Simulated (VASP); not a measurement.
Crystal: Cd7S.

```
Cd S
1.0
     3.18255    0.00000    0.00000
    -1.59128    2.75617    0.00000
     0.00000    0.00000   20.96919
Cd S
7 1
Direct
  0.66667 0.33333 0.89976
  0.33333 0.66667 0.10024
  0.33333 0.66667 0.77395
  0.66667 0.33333 0.63989
  0.66667 0.33333 0.22605
  0.33333 0.66667 0.36011
  0.00000 0.00000 0.50000
  0.00000 0.00000 0.00000
```

| Item | Value |
| --- | --- |
| Program | VASP 6.6.1 |
| Task | relaxation of cell and atoms |
| Functional | PBE |
| Potentials or basis | VASP PAW PBE potentials, release 64 (Cd, S) |
| Cutoff | 600 eV |
| k mesh | 12 × 12 × 2 |
| Occupations | gaussian, width 0.1 eV |
| Spin | no spin polarisation |

At the start: pressure -0.1 GPa; volume 22.99 Å³/atom.

**Question.** How do energy, volume and symmetry change on relaxing?

**Answer.** Over 25 steps the energy falls by 129.3 meV/atom and the volume is 24.07 Å³/atom (+4.7 %); space group P-3m1 (No. 164, to 0.1 Å) before and after.

The path:
```
step  energy change (eV)  largest force (eV/Å)  pressure (GPa)  volume (Å³)
   1              0.0000                0.0101           -0.12       183.93
   2             -0.0612                0.0324            0.01       183.46
   3             -0.2817                0.1150            0.63       181.58
   4             -0.7760                0.2868            3.68       175.75
   5             -0.7485                0.3264            4.84       174.13
   6             -0.7685                0.3105            4.27       174.94
   7             -0.7935                0.3050            4.14       175.73
   8             -0.8523                0.2854            3.83       178.06
   9             -0.8802                0.2805            3.31       182.44
  10             -0.9278                0.2532            2.62       184.55
  11             -1.0090                0.1771            0.70       190.98
  12             -1.0181                0.1469            0.01       193.84
  13             -1.0182                0.1510           -0.12       194.24
  14             -1.0200                0.1303           -0.11       194.22
  15             -1.0242                0.0930           -0.11       194.14
  16             -1.0277                0.0815           -0.07       193.99
  17             -1.0291                0.0729           -0.03       193.69
  18             -1.0323                0.0501            0.04       192.79
  19             -1.0323                0.0302            0.21       190.99
  20             -1.0333                0.0293            0.13       191.87
  21             -1.0339                0.0217           -0.10       192.78
  22             -1.0339                0.0233           -0.04       192.60
  23             -1.0345                0.0157           -0.03       192.60
  24             -1.0346                0.0133           -0.02       192.59
  25             -1.0347                0.0094           -0.01       192.59
```

Final structure:
```
Cd S
1.0
     3.61871    0.00000    0.00000
    -1.80936    3.13390    0.00000
     0.00000    0.00000   16.98217
Cd S
7 1
Cartesian
  1.8094 1.0446 15.2754
  0.0000 2.0893 1.7068
  0.0000 2.0893 13.0579
  1.8094 1.0446 10.7911
  1.8094 1.0446 3.9243
  0.0000 2.0893 6.1910
  -1.8094 3.1339 8.4911
  -1.8094 3.1339 0.0000
```

Caveat: a cell axis changed by over 15 % at a fixed basis, so the end point is rough.
